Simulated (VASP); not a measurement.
# Au in VASP: notebook

Runs on Au. Level: r2SCAN. Tasks: single point.

Everything below comes from runs of VASP 6.6.1. Logs are shortened: lines on timing, memory, paths and dates and some standing lists are left out, and cuts for length are marked.

## 1. The cell of the first run

The cell holds a slab with vacuum, 5 atoms: a = 2.916 Å, b = 2.916 Å, c = 24.524 Å, α = 90.00°, β = 90.00°, γ = 120.00°.

## 2. Single point, r2SCAN

POSCAR reads:

```
Au
1.0
    2.9162060726      0.0000000000      0.0000000000
   -1.4581030363      2.5255085416      0.0000000000
    0.0000000000      0.0000000000     24.5242891504
Au
5
Direct
    0.6666666667      0.3333333333      0.3058192616
    0.3333333333      0.6666666667      0.4029096308
    0.0000000000      0.0000000000      0.5000000000
    0.6666666667      0.3333333333      0.5970903692
    0.3333333333      0.6666666667      0.6941807384
```

INCAR.step1 reads:

```
PREC     = Accurate       # precision mode
ENCUT    = 520            # plane-wave cutoff, eV
ISMEAR   = 0              # smearing method
SIGMA    = 0.1            # smearing width, eV
LREAL    = F              # projectors in reciprocal space
LASPH    = T              # aspherical terms in the spheres
NELM     = 100            # most SCF steps
LDIPOL   = T            
IDIPOL   = 3            
DIPOL    = 0.5 0.5 0.500
NBANDS   = 36             # bands
GGA      = PE             # functional
ALGO     = Normal         # electronic algorithm
EDIFF    = 1E-4           # SCF threshold, eV
LWAVE    = T              # write WAVECAR
LCHARG   = F              # write CHGCAR
```

INCAR.step2 reads:

```
PREC     = Accurate       # precision mode
ENCUT    = 520            # plane-wave cutoff, eV
EDIFF    = 1E-7           # SCF threshold, eV
ISMEAR   = 0              # smearing method
SIGMA    = 0.1            # smearing width, eV
LREAL    = F              # projectors in reciprocal space
LASPH    = T              # aspherical terms in the spheres
NELM     = 100            # most SCF steps
ALGO     = Normal         # electronic algorithm
ISIF     = 2              # what is computed and relaxed
LWAVE    = F              # write WAVECAR
LCHARG   = F              # write CHGCAR
LDIPOL   = T            
IDIPOL   = 3            
DIPOL    = 0.5 0.5 0.500
METAGGA  = R2SCAN         # meta-GGA
LMIXTAU  = T            
NBANDS   = 36             # bands
ISTART   = 1
```

KPOINTS reads:

```
Automatic mesh
0
Gamma
  12 12 1
```

Potentials or basis: VASP PAW PBE potentials, release 64 (Au).

Command:

```console
$ cat potpaw_PBE.64/Au/POTCAR > POTCAR
$ cp INCAR.step1 INCAR
$ mpirun -np 1 vasp_std > vasp.out
$ cp INCAR.step2 INCAR
$ mpirun -np 1 vasp_std > vasp.out
```

OUTCAR:

```text
PREC = Accurate
   ENCUT = 520
   EDIFF = 1E-7
   ISMEAR = 0
   LREAL = F
   LASPH = T
   NELM = 100
   ISIF = 2
   METAGGA = R2SCAN
   ISTART = 1

 ion  position               nearest neighbor table
   1  0.667  0.333  0.306-   2 2.92   2 2.92   2 2.92
   2  0.333  0.667  0.403-   1 2.92   3 2.92   1 2.92   3 2.92   3 2.92   1 2.92
   3  0.000  0.000  0.500-   2 2.92   4 2.92   4 2.92   2 2.92   4 2.92   2 2.92
   4  0.667  0.333  0.597-   5 2.92   3 2.92   5 2.92   3 2.92   3 2.92   5 2.92
   5  0.333  0.667  0.694-   4 2.92   4 2.92   4 2.92

  LATTYP: Found a hexagonal cell.
 ALAT       =     2.9162060726
 C/A-ratio  =     8.4096557444

  Lattice vectors:

 A1 = (   2.9162060726,   0.0000000000,   0.0000000000)
 A2 = (  -1.4581030363,   2.5255085416,   0.0000000000)
 A3 = (   0.0000000000,   0.0000000000,  24.5242891504)

Analysis of symmetry for initial positions (statically):
=====================================================================
 Subroutine PRICEL returns:
 Original cell was already a primitive cell.

 Routine SETGRP: Setting up the symmetry group for a
 hexagonal supercell.

 Subroutine GETGRP returns: Found 12 space group operations
 (whereof 12 operations were pure point group operations)
 out of a pool of 24 trial point group operations.

The static configuration has the point symmetry D_3d.

Analysis of symmetry for dynamics (positions and initial velocities):
=====================================================================
 Subroutine PRICEL returns:
 Original cell was already a primitive cell.

 Routine SETGRP: Setting up the symmetry group for a
 hexagonal supercell.

 Subroutine GETGRP returns: Found 12 space group operations
 (whereof 12 operations were pure point group operations)
 out of a pool of 24 trial point group operations.

The dynamic configuration has the point symmetry D_3d.

 Subroutine INISYM returns: Found 12 space group operations
 (whereof 12 operations are pure point group operations),
 and found     1 'primitive' translations

----------------------------------------------------------------------------------------

                                     Primitive cell

  volume of cell :     180.6190

  direct lattice vectors                    reciprocal lattice vectors
     2.916206073  0.000000000  0.000000000     0.342911295  0.197979928  0.000000000
    -1.458103036  2.525508542  0.000000000     0.000000000  0.395959857  0.000000000
     0.000000000  0.000000000 24.524289150     0.000000000  0.000000000  0.040775902

  length of vectors
     2.916206073  2.916206073 24.524289150     0.395959857  0.395959857  0.040775902

  position of ions in fractional coordinates (direct lattice)
     0.666666667  0.333333333  0.305819262
     0.333333333  0.666666667  0.402909631
     0.000000000  0.000000000  0.500000000
     0.666666667  0.333333333  0.597090369
     0.333333333  0.666666667  0.694180738

  ion indices of the primitive-cell ions
   primitive index   ion index
                 1           1
                 2           2
                 3           3
                 4           4
                 5           5

----------------------------------------------------------------------------------------

 KPOINTS: Automatic mesh

Automatic generation of k-mesh.
 Grid dimensions read from file:
 generate k-points for:   12   12    1

 Generating k-lattice:

  Cartesian coordinates                     Fractional coordinates (reciprocal lattice)
     0.028575941  0.016498327  0.000000000     0.083333333  0.000000000  0.000000000
     0.000000000  0.032996655  0.000000000     0.000000000  0.083333333  0.000000000
     0.000000000  0.000000000  0.040775902     0.000000000  0.000000000  1.000000000

  Length of vectors
     0.032996655  0.032996655  0.040775902

  Shift w.r.t. Gamma in fractional coordinates (k-lattice)
     0.000000000  0.000000000  0.000000000

 Subroutine IBZKPT returns following result:
 ===========================================

 Found     19 irreducible k-points:

 Following reciprocal coordinates:
            Coordinates               Weight
  0.000000  0.000000  0.000000      1.000000
  0.083333 -0.000000  0.000000      6.000000
  0.166667 -0.000000  0.000000      6.000000
  0.250000  0.000000  0.000000      6.000000
  0.333333  0.000000  0.000000      6.000000
  0.416667 -0.000000  0.000000      6.000000
[... 11 lines left out ...]
  0.333333  0.250000  0.000000     12.000000
  0.333333  0.333333  0.000000      2.000000
   k-points           NKPTS =     19   k-points in BZ     NKDIM =     19   number of bands    NBANDS=     36
   number of dos      NEDOS =    301   number of ions     NIONS =      5
   total plane-waves  NPLWV = 110592
   dimension x,y,z NGX =    24 NGY =   24 NGZ =  192
   dimension x,y,z NGXF=    48 NGYF=   48 NGZF=  384
   ions per type =               5
   NGX,Y,Z   is equivalent  to a cutoff of  13.68, 13.68, 13.02 a.u.
   NGXF,Y,Z  is equivalent  to a cutoff of  27.36, 27.36, 26.03 a.u.
 SYSTEM =  unknown system
   PREC   = accura    normal or accurate (medium, high low for compatibility)
   ISTART =      1    job   : 0-new  1-cont  2-samecut
   ICHARG =      0    charge: 1-file 2-atom 10-const
   ISPIN  =      1    spin polarized calculation?
   LNONCOLLINEAR =      F non collinear calculations
   LSORBIT =      F    spin-orbit coupling
   LASPH  =      T    aspherical Exc in radial PAW
   ENCUT  =  520.0 eV  38.22 Ry    6.18 a.u.   5.42  5.42 45.60*2*pi/ulx,y,z
   NELM   =    100;   NELMIN=  2; NELMDL=  0     # of ELM steps
   EDIFF  = 0.1E-06   stopping-criterion for ELM
   LREAL  =      F    real-space projection
   EDIFFG = 0.1E-05   stopping-criterion for IOM
   NSW    =      0    number of steps for IOM
   IBRION =     -1    ionic relax: 0-MD 1-quasi-New 2-CG
   NFREE  =      0    steps in history (QN), initial steepest desc. (CG)
   ISIF   =      2    stress and relaxation
   ISYM   =      2    0-nonsym 1-usesym 2-fastsym
   POTIM  = 0.5000    time-step for ionic-motion
   TEBEG  =    0.0;   TEEND  =   0.0 temperature during run
   PSTRESS=    0.0 pullay stress
   NELECT =      55.0000    total number of electrons
   NUPDOWN=      -1.0000    fix difference up-down
   EMIN   =  10.00;   EMAX   =-10.00  energy-range for DOS
   EFERMI =   0.00;   METHOD = LEGACY
   ISMEAR =     0;   SIGMA  =   0.10  broadening in eV -4-tet -1-fermi 0-gaus
   EFERMI_NEDOS =   21; number of points for ismear=-14 and -15
   IALGO  =     38    algorithm
   IMIX   =      4    mixing-type and parameters
     AMIX     =   0.40;   BMIX     =  1.00
     AMIX_MAG =   1.60;   BMIX_MAG =  1.00
  volume/ion in A,a.u.               =      36.12       243.78
  Fermi-wavevector in a.u.,A,eV,Ry     =   1.101390  2.081326 16.504690  1.213061
  Thomas-Fermi vector in A             =   2.237817
   LORBIT       =      0    0 simple, 1 ext, 2 COOP (PROOUT), +10 PAW based schemes
   METAGGA = R2SCAN    functional components
   LHFCALC =     F    Hartree Fock is set to
   AEXX    =    0.0000 exact exchange contribution
   IVDW    =     0    specifies the selected vdW correction
   LEPSILON=     F    determine dielectric tensor
   LRPA    =     F    only Hartree local field effects (RPA)
 non-spin polarized calculation
 Gauss-broadening in eV      SIGMA  =   0.10
  energy-cutoff  :      520.00
  volume of cell :      180.62
 maximum number of plane-waves:      4953
 NGX is ok and might be reduce to    24
   NGX = 11   NGY = 11   NGZ = 91

 dipolmoment           0.000000      0.000000      0.000000 electrons x Angstroem

 number of electron      55.0000002 magnetization

 dipolmoment           0.000000      0.000000     -0.000000 electrons x Angstroem

 Free energy of the ion-electron system (eV)
  ---------------------------------------------------
  ext. energy  EPLUGINS =         0.00000000
  ---------------------------------------------------
  free energy    TOTEN  =      -252.16446382 eV

  energy without entropy =     -252.15598057  energy(sigma->0) =     -252.16022219

 E-fermi :   1.5276     XC(G=0):  -7.1039

 val. band max:        1.4981689993   @ k =   0.4167   0.0833   0.0000
 cond. band min:       1.5884397874   @ k =   0.5000   0.0000   0.0000
 fundamental gap:      0.0902707881
 Fermi energy:         1.5276386194

 k-point     1 :       0.0000    0.0000    0.0000
  band No.  band energies     occupation
      1      -7.8219      2.00000
      2      -7.0035      2.00000
      3      -6.0131      2.00000
      4      -5.5656      2.00000
      5      -5.5320      2.00000
      6      -3.2028      2.00000
[... 28 lines left out ...]
     35       8.5781      0.00000
     36       9.0916      0.00000

 k-point     2 :       0.0833   -0.0000    0.0000
  band No.  band energies     occupation
      1      -7.6074      2.00000
      2      -6.7935      2.00000
      3      -5.8052      2.00000
      4      -5.3818      2.00000
      5      -5.3332      2.00000
      6      -3.3497      2.00000
[... 28 lines left out ...]
     35       8.7467      0.00000
     36       9.2291      0.00000

 k-point     3 :       0.1667   -0.0000    0.0000
  band No.  band energies     occupation
      1      -7.0038      2.00000
      2      -6.2230      2.00000
      3      -5.2716      2.00000
      4      -4.9179      2.00000
      5      -4.8215      2.00000
      6      -3.7254      2.00000
[... 28 lines left out ...]
     35       9.2487      0.00000
     36       9.6415      0.00000
[... 547 lines left out ...]
 k-point    18 :       0.3333    0.2500    0.0000
  band No.  band energies     occupation
      1      -4.6350      2.00000
      2      -4.5657      2.00000
      3      -4.2328      2.00000
      4      -4.1644      2.00000
      5      -4.0468      2.00000
      6      -3.8568      2.00000
[... 28 lines left out ...]
     35       8.3263      0.00000
     36       8.8511      0.00000

 k-point    19 :       0.3333    0.3333    0.0000
  band No.  band energies     occupation
      1      -4.4041      2.00000
      2      -4.3555      2.00000
      3      -4.3555      2.00000
      4      -3.9297      2.00000
      5      -3.9297      2.00000
      6      -3.9020      2.00000
[... 28 lines left out ...]
     35       8.3231      0.00000
     36       8.3231      0.00000

------------------------ aborting loop because EDIFF is reached ----------------------------------------

 vacuum level on the upper side and lower side of the slab       (xc-potential included)        -0.019        -0.019

  FORCE on cell =-STRESS in cart. coord.  units (eV):
  Direction    XX          YY          ZZ          XY          YZ          ZX
  --------------------------------------------------------------------------------------
  -------------------------------------------------------------------------------------
  Total       -2.5737539     -2.5737539      0.2732195      0.0000000      0.0000000     -0.0000000
  in kB      -22.8304315    -22.8304315      2.4235876      0.0000000      0.0000000     -0.0000000
  external PRESSURE =     -14.4124251 kB  Pullay stress =       0.0000000 kB

 VOLUME and BASIS-vectors are now :
 -----------------------------------------------------------------------------
  energy-cutoff  :      520.00
  volume of cell :      180.62
      direct lattice vectors                 reciprocal lattice vectors
     2.916206073  0.000000000  0.000000000     0.342911295  0.197979928  0.000000000
    -1.458103036  2.525508542  0.000000000     0.000000000  0.395959857  0.000000000
     0.000000000  0.000000000 24.524289150     0.000000000  0.000000000  0.040775902

 POSITION                                       TOTAL-FORCE (eV/Angst)
 -----------------------------------------------------------------------------------
      1.45810      0.84184      7.50000         0.000000     -0.000000     -0.129954
     -0.00000      1.68367      9.88107        -0.000000     -0.000000      0.192768
      0.00000      0.00000     12.26214         0.000000      0.000000      0.000000
      1.45810      0.84184     14.64322         0.000000      0.000000     -0.192768
     -0.00000      1.68367     17.02429        -0.000000      0.000000      0.129954
 -----------------------------------------------------------------------------------
    total drift:                                0.000000      0.000000      0.000000

  FREE ENERGIE OF THE ION-ELECTRON SYSTEM (eV)
  ---------------------------------------------------
  free  energy   TOTEN  =      -252.1644638217 eV

  energy  without entropy=     -252.1559805659  energy(sigma->0) =     -252.16022219

 vacuum level on the upper side and lower side of the slab         6.758         6.758
```

Wall time 22 min (1 thread of AMD EPYC 7R43 (Zen 3), shared host); peak memory 0.36 GiB.

Results:

```
Free energy            : -252.1645 eV
Largest force          : 0.193 eV/Å
Band gap on the k mesh : zero (an odd number of electrons rules out a gap without spin polarisation)
```

Forces in eV/Å, atoms in the order of the input:
```
Au   0.000  0.000 -0.130
Au   0.000  0.000  0.193
Au   0.000  0.000  0.000
Au   0.000  0.000 -0.193
Au   0.000  0.000  0.130
```

Caveat: the PAW data sets were made with another functional, which shifts forces and pressure a little; spin-orbit coupling is left out, which moves the levels of the heavy elements.

## 3. Single point, r2SCAN

POSCAR reads:

```
Au
1.0
    2.9162060726      0.0000000000      0.0000000000
   -1.4581030363      2.5255085416      0.0000000000
    0.0000000000      0.0000000000     24.5242891504
Au
5
Direct
    0.6666666667      0.3333333333      0.3052326384
    0.3333333333      0.6666666667      0.4037470144
    0.0000000000      0.0000000000      0.4999999238
    0.6666666667      0.3333333333      0.5962528790
    0.3333333333      0.6666666667      0.6947675445
```

INCAR.step1 reads:

```
PREC = Accurate
ENCUT = 520
ISMEAR = 0
SIGMA = 0.1
LREAL = False
LASPH = True
NELM = 80
LDIPOL = True
IDIPOL = 3
DIPOL = 0.5 0.5 0.500
NBANDS = 36
GGA = PE
ALGO = Normal
EDIFF = 1E-4
LWAVE = True
LCHARG = False
```

INCAR.step2 reads:

```
PREC = Accurate
ENCUT = 520
EDIFF = 1E-6
ISMEAR = 0
SIGMA = 0.1
LREAL = False
LASPH = True
NELM = 80
ALGO = Normal
ISIF = 2
LWAVE = False
LCHARG = False
LDIPOL = True
IDIPOL = 3
DIPOL = 0.5 0.5 0.500
METAGGA = R2SCAN
LMIXTAU = True
NBANDS = 36
ISTART = 1
```

KPOINTS reads:

```
regular mesh
0
Gamma
  12 12 1
```

Potentials or basis: VASP PAW PBE potentials, release 64 (Au).

Command:

```console
$ cat potpaw_PBE.64/Au/POTCAR > POTCAR
$ cp INCAR.step1 INCAR
$ mpirun -np 1 vasp_std > vasp.out
$ cp INCAR.step2 INCAR
$ mpirun -np 1 vasp_std > vasp.out
```

Wall time 18 min (1 thread of AMD EPYC 7R43 (Zen 3), shared host); peak memory 0.37 GiB.

The run converged. Its results:

```
Free energy            : -252.1703 eV
Largest force          : 0.013 eV/Å
Band gap on the k mesh : zero (an odd number of electrons rules out a gap without spin polarisation)
```

Forces on the atoms (eV/Å):
```
Au   0.000  0.000 -0.013
Au   0.000  0.000 -0.003
Au   0.000  0.000  0.000
Au   0.000  0.000  0.003
Au   0.000  0.000  0.013
```

Levels at points of the mesh, in eV from the Fermi level:
| k point | band 26 | band 27 | band 28 | band 29 | band 30 | band 31 |
| --- | --- | --- | --- | --- | --- | --- |
| (0.00, 0.00, 0.00) | -2.31 | -2.31 | -2.07 | -2.07 | -0.79 | 0.33 |
| (0.50, 0.00, 0.00) | 0.07 | 0.90 | 1.26 | 1.55 | 1.61 | 3.49 |

Caveat: the PAW data sets were made with another functional, which shifts forces and pressure a little; spin-orbit coupling is left out, which moves the levels of the heavy elements.
